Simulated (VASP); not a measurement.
Crystal: GaSe.

```
CELL_PARAMETERS angstrom
3.85285 0.00000 0.00000
-1.92642 3.33666 0.00000
0.00000 0.00000 18.39348
ATOMIC_POSITIONS crystal
Ga 0.33333 0.66667 0.18223
Ga 0.66667 0.33333 0.68223
Ga 0.33333 0.66667 0.31777
Ga 0.66667 0.33333 0.81777
Se 0.33333 0.66667 0.61789
Se 0.66667 0.33333 0.11789
Se 0.33333 0.66667 0.88211
Se 0.66667 0.33333 0.38211
```

| Item | Value |
| --- | --- |
| Program | VASP 6.6.1 |
| Task | relaxation of shape and atoms at fixed volume |
| Functional | PBE |
| Potentials or basis | VASP PAW PBE potentials, release 64 (Ga_d, Se) |
| Cutoff | 500 eV |
| k mesh | 12 × 12 × 2 |
| Occupations | gaussian, width 0.02 eV |
| Spin | no spin polarisation |

At the start: pressure -1.2 GPa; volume 29.56 Å³/atom.

Where does the relaxation end?

Over 11 steps the energy falls by 2.8 meV/atom; space group P6_3/mmc (No. 194, to 0.1 Å) before and after.

The path:
```csv
step,energy change (eV),largest force (eV/Å),pressure (GPa),volume (Å³)
1,0.0000,0.1831,-1.17,236.46
2,-0.0052,0.1060,-0.98,236.46
3,-0.0065,0.1535,-0.83,236.46
4,-0.0109,0.1149,-0.72,236.46
5,-0.0158,0.0153,-0.43,236.46
6,-0.0203,0.0153,-0.29,236.46
7,-0.0226,0.0133,-0.07,236.46
8,-0.0226,0.0137,-0.11,236.46
9,-0.0227,0.0134,-0.08,236.46
10,-0.0227,0.0110,-0.09,236.46
11,-0.0227,0.0006,-0.05,236.46
```

Final structure:
```
CELL_PARAMETERS angstrom
3.81901 0.00000 0.00000
-1.90951 3.30736 0.00000
0.00000 0.00000 18.72082
ATOMIC_POSITIONS crystal
Ga 0.33333 0.66667 0.18403
Ga 0.66667 0.33333 0.68403
Ga 0.33333 0.66667 0.31597
Ga 0.66667 0.33333 0.81597
Se 0.33333 0.66667 0.62134
Se 0.66667 0.33333 0.12134
Se 0.33333 0.66667 0.87866
Se 0.66667 0.33333 0.37866
```

Caveat: this functional lacks dispersion, which binds layers or chains, so the pressure and a relaxed spacing across them are unreliable.
